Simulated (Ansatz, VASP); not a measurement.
Two plane-wave programs on Al

The input POSCAR:

```
Al
1.0
   -0.0204552100      1.9706540500      2.0438328400
    2.0026569100      0.0099662700      2.0134113600
    2.0592944800      1.9968701300     -0.0466712900
Al
1
Direct
    0.0000000000      0.0000000000      0.0000000000
```

File INCAR.step1:

```
SYSTEM = Al
ALGO = Normal ; EDIFF = 1E-5
ENCUT = 520 ; GGA = PE
ISIF = 2 ; ISMEAR = -1
LASPH = .TRUE. ; LCHARG = .FALSE.
LREAL = .FALSE. ; LWAVE = .TRUE.
NBANDS = 8 ; NELM = 100
PREC = Accurate ; SIGMA = 0.05
```

Contents of INCAR.step2:

```
SYSTEM = Al
AEXX = 0.25 ; ALGO = Normal
EDIFF = 1E-6 ; ENCUT = 520
ISIF = 2 ; ISMEAR = -1
ISTART = 1 ; LASPH = .TRUE.
LCHARG = .FALSE. ; LHFCALC = .TRUE.
LMIXTAU = .TRUE. ; LREAL = .FALSE.
LWAVE = .FALSE. ; METAGGA = R2SCAN
NBANDS = 8 ; NELM = 100
PREC = Accurate ; PRECFOCK = Normal
SIGMA = 0.05
```

KPOINTS

```
k-points
0
G
  6 7 6
  0 0 0
```

File input.yaml:

```yaml
crystal:
  lattice:
    - [-0.02045521, 1.97065405, 2.04383284]
    - [2.00265691, 0.00996627, 2.01341136]
    - [2.05929448, 1.99687013, -0.04667129]
  atoms:
    - { symbol: Al, position: [0.0, 0.0, 0.0] }
hamiltonian:
  xc: r2scan0
  pseudopotentials: { kind: paw }
kpoints:
  mp_grid: { grid: [6, 7, 6] }
scf:
  occupations: { method: fermi_dirac, width: 0.05 }
  n_extra_bands: 6
output:
  forces: true
  stress: true
  eigenvalues: true
  dos: { projected: true, de: 0.05 }
```

Alike in both runs: functional r2SCAN0; k mesh 6 × 7 × 6; occupations fermi-dirac, width 0.05 eV; no spin polarisation.

|  | VASP | Ansatz |
| --- | --- | --- |
| version | VASP 6.6.1 | Ansatz 0.2.0 |
| potentials or method | VASP PAW PBE potentials, release 64 (Al) | Ansatz PAW |
| plane-wave cutoff (eV) | 520 | 500 |
| valence electrons in the cell | 3 | 3 |
| task | single point | projected density of states |

VASP gave:

| Quantity | Value |
| --- | --- |
| gap on the k mesh at the Fermi level (eV) | none |
| pressure (GPa) | -3.7 |
| traceless stress, the component that is largest in VASP (GPa) | 3.00 |

Estimate Ansatz's values.

gap on the k mesh at the Fermi level (eV): none; pressure (GPa): -3.5; traceless stress, the component that is largest in VASP (GPa): 3.22.

VASP's potentials were made for PBE, not for r2SCAN0. A gap of «none» marks a metal or a gap that the smearing closes.

The k mesh is coarse, so the values compare programs but aren't converged.
